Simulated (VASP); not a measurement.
Write the native input for VASP 6.6.1 that does the following.

```
Task                   : single point
Functional             : PBEsol
Potentials or basis    : VASP PAW PBE potentials, release 64 (Pt)
Cutoff                 : 520 eV
k mesh                 : 7 × 7 × 7
Occupations            : fermi-dirac, width 0.05 eV
Spin                   : no spin polarisation
Dipole correction      : no
Further INCAR settings : ALGO = Normal; EDIFF = 1e-06; NBANDS = 11
```

The structure of Pt lies in POSCAR:

```
Pt
1.0
    0.0000000000      1.9609000000      1.9609000000
    1.9609000000      0.0000000000      1.9609000000
    1.9609000000      1.9609000000      0.0000000000
Pt
1
Direct
    0.0000000000      0.0000000000      0.0000000000
```

One way to write it, as run:

INCAR

```
SYSTEM = Pt
PREC     = Accurate       ! precision mode
ENCUT    = 520            ! plane-wave cutoff, eV
EDIFF    = 1E-6           ! SCF threshold, eV
ISMEAR   = -1             ! smearing method
SIGMA    = 0.05           ! smearing width, eV
LREAL    = .False.        ! projectors in reciprocal space
LASPH    = .True.         ! aspherical terms in the spheres
NELM     = 80             ! most SCF steps
ALGO     = Normal         ! electronic algorithm
ISIF     = 2              ! what is computed and relaxed
LWAVE    = .False.        ! write WAVECAR
LCHARG   = .True.         ! write CHGCAR
GGA      = PS             ! functional
LELF     = .True.         ! ELF
LVHAR    = .True.       
NBANDS   = 11             ! bands
```

KPOINTS

```
Automatic mesh
0
Gamma
  7 7 7
  0 0 0
```

Potentials or basis: VASP PAW PBE potentials, release 64 (Pt).

Run with:

```sh
$ cat potpaw_PBE.64/Pt/POTCAR > POTCAR
$ mpirun -np 1 vasp_std > vasp.out
```

Results of the run:

The pressure is 0.5 GPa and the band gap on the k mesh is zero (band 5 reaches 11.41 eV, above the bottom of band 6 at 9.40 eV).

Caveat: the k points lie up to 0.40 Å⁻¹ apart; the PAW data sets were made with another functional, which shifts forces and pressure a little; spin-orbit coupling is left out, which moves the levels of the heavy elements.

It took 4.2 s on 1 thread of Intel Xeon 8259CL, with other jobs on the host, peak memory 0.14 GiB.
